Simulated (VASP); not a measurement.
# Mo (Fd-3m) in VASP: notebook, part 2 of 2

VASP 6.6.1. Earlier steps stand in the parts before.

### Step 3. Single point, PBE (19.55 Å³/atom)

Input file INCAR:

```
SYSTEM = Mo
PREC = Accurate ; ENCUT = 520
EDIFF = 1E-6 ; ISMEAR = -1
SIGMA = 0.05 ; LREAL = .FALSE.
LASPH = .TRUE. ; NELM = 60
ALGO = Normal ; ISIF = 2
LWAVE = .FALSE. ; LCHARG = .FALSE.
GGA = PE ; NBANDS = 21
```

Input file KPOINTS:

```
regular mesh
0
G
  14 14 14
  0 0 0
```

Input file POSCAR:

```
Mo
1.0
    0.0000000000      2.6936760050      2.6936760050
    2.6936760050      0.0000000000      2.6936760050
    2.6936760050      2.6936760050      0.0000000000
Mo
2
Direct
   -0.1250000000     -0.1250000000     -0.1250000000
    0.1250000000      0.1250000000      0.1250000000
```

Potentials or basis: VASP PAW PBE potentials, release 64 (Mo_sv).

The run is started by

```console
> cat potpaw_PBE.64/Mo_sv/POTCAR > POTCAR
> mpirun -np 1 vasp_std > vasp.out
```

OUTCAR:

```text
SYSTEM = Mo
   PREC = Accurate
   ENCUT = 520
   EDIFF = 1E-6
   ISMEAR = -1
   LREAL = .FALSE.
   LASPH = .TRUE.
   NELM = 60
   ISIF = 2
   GGA = PE

 ion  position               nearest neighbor table
   1  0.875  0.875  0.875-   2 2.33   2 2.33   2 2.33   2 2.33
   2  0.125  0.125  0.125-   1 2.33   1 2.33   1 2.33   1 2.33

  LATTYP: Found a face centered cubic cell.
 ALAT       =     5.3873520100

  Lattice vectors:

 A1 = (   0.0000000000,   2.6936760050,   2.6936760050)
[... 189 lines left out ...]
      3     -26.3270      2.00000
      4     -26.3270      2.00000
      5     -26.3270      2.00000
      6     -24.6837      2.00000
[... 565 lines left out ...]
     20      18.9139      0.00000
     21      19.4118      0.00000

 [... further k-points ...]
[... 5 lines left out ...]
  --------------------------------------------------------------------------------------
  -------------------------------------------------------------------------------------
  Total        6.1332285      6.1332285      6.1332285      0.0000000     -0.0000000     -0.0000000
  in kB      251.3817015    251.3817015    251.3817015      0.0000000     -0.0000000     -0.0000000
  external PRESSURE =     251.3817015 kB  Pullay stress =       0.0000000 kB

 VOLUME and BASIS-vectors are now :
 -----------------------------------------------------------------------------
  energy-cutoff  :      520.00
  volume of cell :       39.09
      direct lattice vectors                 reciprocal lattice vectors
     0.000000000  2.693676005  2.693676005    -0.185619948  0.185619948  0.185619948
     2.693676005  0.000000000  2.693676005     0.185619948 -0.185619948  0.185619948
     2.693676005  2.693676005  0.000000000     0.185619948  0.185619948 -0.185619948

 POSITION                                       TOTAL-FORCE (eV/Angst)
 -----------------------------------------------------------------------------------
      4.71393      4.71393      4.71393        -0.000000      0.000000     -0.000000
      0.67342      0.67342      0.67342         0.000000     -0.000000      0.000000
 -----------------------------------------------------------------------------------
    total drift:                                0.000000     -0.000000     -0.000000

  FREE ENERGIE OF THE ION-ELECTRON SYSTEM (eV)
  ---------------------------------------------------
  free  energy   TOTEN  =       -16.9423370320 eV

  energy  without entropy=      -16.9235911046  energy(sigma->0) =      -16.93296407
```

It took 77 s on 1 thread of Intel Xeon 8259CL, shared host; peak memory 0.2 GiB.

What came out:

```yaml
Free_energy: -16.9423 eV
Pressure: 25.1 GPa
Band_gap_on_the_k_mesh: zero (bands 14 and 15 overlap by 0.73 eV)
```

Caveat: the cell stands under pressure.

### Step 4. Single point, PBE (21.84 Å³/atom)

This run uses another cell than the first one, of 21.84 Å³/atom.

Input file INCAR:

```
PREC = Accurate
ENCUT = 520
EDIFF = 1E-7
ISMEAR = -1
SIGMA = 0.05
LREAL = F
LASPH = T
NELM = 80
ALGO = Normal
ISIF = 2
LWAVE = F
LCHARG = F
GGA = PE
NBANDS = 21
```

Input file KPOINTS:

```
Automatic mesh
0
Gamma
  14 14 14
```

Input file POSCAR:

```
Mo
1.0
    0.0000000000      2.7954190311      2.7954190311
    2.7954190311      0.0000000000      2.7954190311
    2.7954190311      2.7954190311      0.0000000000
Mo
2
Direct
   -0.1250000000     -0.1250000000     -0.1250000000
    0.1250000000      0.1250000000      0.1250000000
```

Potentials or basis: VASP PAW PBE potentials, release 64 (Mo_sv).

The run is started by

```console
> cat potpaw_PBE.64/Mo_sv/POTCAR > POTCAR
> mpirun -np 1 vasp_std > vasp.out
```

OUTCAR:

```text
PREC = Accurate
   ENCUT = 520
   EDIFF = 1E-7
   ISMEAR = -1
   LREAL = F
   LASPH = T
   NELM = 80
   ISIF = 2
   GGA = PE

 ion  position               nearest neighbor table
   1  0.875  0.875  0.875-   2 2.42   2 2.42   2 2.42   2 2.42
   2  0.125  0.125  0.125-   1 2.42   1 2.42   1 2.42   1 2.42

  LATTYP: Found a face centered cubic cell.
 ALAT       =     5.5908380622

  Lattice vectors:

 A1 = (   0.0000000000,   2.7954190311,   2.7954190311)
 A2 = (   2.7954190311,   0.0000000000,   2.7954190311)
 A3 = (   2.7954190311,   2.7954190311,   0.0000000000)

Analysis of symmetry for initial positions (statically):
=====================================================================
 Subroutine PRICEL returns:
 Original cell was already a primitive cell.

 Routine SETGRP: Setting up the symmetry group for a
 face centered cubic supercell.

 Subroutine GETGRP returns: Found 48 space group operations
 (whereof 12 operations were pure point group operations)
 out of a pool of 48 trial point group operations.

[... 151 lines left out ...]
 NGX is ok and might be reduce to    30
   NGX = 15   NGY = 15   NGZ = 15

 number of electron      27.9999998 magnetization

 Free energy of the ion-electron system (eV)
  ---------------------------------------------------
  ext. energy  EPLUGINS =         0.00000000
  ---------------------------------------------------
  free energy    TOTEN  =       -17.37760900 eV

  energy without entropy =      -17.35736692  energy(sigma->0) =      -17.36748796

 E-fermi :   7.4929     XC(G=0): -11.1078

 val. band max:        7.4893963443   @ k =   0.2857   0.0000   0.0000
 cond. band min:       7.4997479664   @ k =   0.4286   0.2857   0.1429
 fundamental gap:      0.0103516220
 Fermi energy:         7.4929443442

 k-point     1 :       0.0000    0.0000    0.0000
  band No.  band energies     occupation
      1     -53.0193      2.00000
      2     -52.2089      2.00000
      3     -27.4548      2.00000
      4     -27.4548      2.00000
      5     -27.4548      2.00000
      6     -26.1975      2.00000
[... 565 lines left out ...]
     20      16.5967      0.00000
     21      17.5511      0.00000

 [... further k-points ...]
[... 5 lines left out ...]
  --------------------------------------------------------------------------------------
  -------------------------------------------------------------------------------------
  Total        1.8075397      1.8075397      1.8075397      0.0000000     -0.0000000     -0.0000000
  in kB       66.2868939     66.2868939     66.2868939      0.0000000     -0.0000000     -0.0000000
  external PRESSURE =      66.2868939 kB  Pullay stress =       0.0000000 kB

 VOLUME and BASIS-vectors are now :
 -----------------------------------------------------------------------------
  energy-cutoff  :      520.00
  volume of cell :       43.69
      direct lattice vectors                 reciprocal lattice vectors
     0.000000000  2.795419031  2.795419031    -0.178864061  0.178864061  0.178864061
     2.795419031  0.000000000  2.795419031     0.178864061 -0.178864061  0.178864061
     2.795419031  2.795419031  0.000000000     0.178864061  0.178864061 -0.178864061

 POSITION                                       TOTAL-FORCE (eV/Angst)
 -----------------------------------------------------------------------------------
      4.89198      4.89198      4.89198         0.000000      0.000000      0.000000
      0.69885      0.69885      0.69885        -0.000000     -0.000000     -0.000000
 -----------------------------------------------------------------------------------
    total drift:                               -0.000000      0.000000      0.000000

  FREE ENERGIE OF THE ION-ELECTRON SYSTEM (eV)
  ---------------------------------------------------
  free  energy   TOTEN  =       -17.3776089982 eV

  energy  without entropy=      -17.3573669191  energy(sigma->0) =      -17.36748796
```

stdout:

```text
POSCAR found type information on POSCAR Mo
 POSCAR found :  1 types and       2 ions
 scaLAPACK will be used
 LDA part: xc-table for (Slater+PW92), standard interpolation
 POSCAR, INCAR and KPOINTS ok, starting setup
 FFT: planning ... GRIDC
 FFT: planning ... GRID_SOFT
 FFT: planning ... GRID
 WAVECAR not read
 entering main loop
```

Run time: 1.7 min. Hardware: 1 thread of Intel Xeon 8259CL, shared host; peak memory 0.22 GiB.

What came out:

```
Free energy            : -17.3776 eV
Pressure               : 6.6 GPa
Band gap on the k mesh : zero (bands 14 and 15 overlap by 0.62 eV)
```

Levels at points of the mesh, in eV from the Fermi level:
| k point | band 11 | band 12 | band 13 | band 14 | band 15 | band 16 | band 17 | band 18 |
| --- | --- | --- | --- | --- | --- | --- | --- | --- |
| (0.00, 0.00, 0.00) | -2.42 | -1.42 | -1.42 | -1.42 | 1.36 | 1.36 | 1.36 | 4.61 |
| (0.50, 0.00, 0.00) | -2.15 | -2.15 | -1.73 | -1.73 | 0.41 | 2.40 | 2.40 | 3.83 |
| (0.50, 0.50, 0.00) | -1.68 | -1.68 | 0.08 | 0.08 | 0.53 | 0.53 | 4.15 | 4.15 |

Caveat: the cell stands under pressure.
